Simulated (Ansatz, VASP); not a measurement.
## One calculation of TePb, two programs

File POSCAR:

```
TePb
1.0
    0.0000000000      3.2678555508      3.2678555508
    3.2678555508      0.0000000000      3.2678555508
    3.2678555508      3.2678555508      0.0000000000
Te Pb
1 1
Direct
    0.5000000000      0.5000000000      0.5000000000
    0.0000000000      0.0000000000      0.0000000000
```

File INCAR.step1:

```
PREC = Accurate
ENCUT = 520
EDIFF = 1E-5
ISMEAR = 0
SIGMA = 0.01
LREAL = False
LASPH = True
NELM = 80
ALGO = Normal
ISIF = 2
LWAVE = True
LCHARG = False
GGA = PE
NBANDS = 17
```

INCAR.step2

```
PREC = Accurate
ENCUT = 520
EDIFF = 1E-6
ISMEAR = 0
SIGMA = 0.01
LREAL = False
LASPH = True
NELM = 80
ALGO = Normal
ISIF = 2
LWAVE = False
LCHARG = False
GGA = PE
LHFCALC = True
AEXX = 0.2
HFSCREEN = 0.5
PRECFOCK = Normal
ISTART = 1
NBANDS = 17
```

KPOINTS

```
Automatic mesh
0
Gamma
  4 4 4
```

Input for Ansatz:

```yaml
crystal:
  lattice:
    - [0.0, 3.2678555508, 3.2678555508]
    - [3.2678555508, 0.0, 3.2678555508]
    - [3.2678555508, 3.2678555508, 0.0]
  atoms:
    - { symbol: Te, position: [0.5, 0.5, 0.5] }
    - { symbol: Pb, position: [0.0, 0.0, 0.0] }
kpoints:
  mp_grid: { grid: [4, 4, 4] }
hamiltonian:
  xc: { exchange: pbe, correlation: pbe, exx: { coeff: 0.2, omega: 0.5 } }
scf:
  occupations: { method: fixed }
  n_extra_bands: 4
output:
  forces: true
  stress: true
  eigenvalues: true
```

Alike in both runs: task single point; functional PBE-based screened hybrid; k mesh 4 × 4 × 4; no spin polarisation.

|  | VASP | Ansatz |
| --- | --- | --- |
| version | VASP 6.6.1 | Ansatz 0.2.0 |
| potentials or method | VASP PAW PBE potentials, release 64 (Te, Pb_d) | plane waves |
| plane-wave cutoff (eV) | 520 | 420 |
| occupations | gaussian, width 0.01 eV | fixed |
| valence electrons in the cell | 20 | 30 |

VASP gave:

| Property | Result |
| --- | --- |
| gap on the k mesh at the Fermi level (eV) | 0.88 |
| pressure (GPa) | 0.0 |

Problem. Which values does Ansatz return?

Solution. gap on the k mesh at the Fermi level (eV): 0.91; pressure (GPa): 0.1.

VASP's potentials were made for PBE, not for PBE-based screened hybrid. VASP's potentials hold 20 valence electrons a cell and Ansatz's 30, so a difference there can come from the potentials and not from the codes. Ansatz's warnings: stress exchange threshold loose, stress scf threshold loose.

Neither program's run includes spin-orbit coupling.
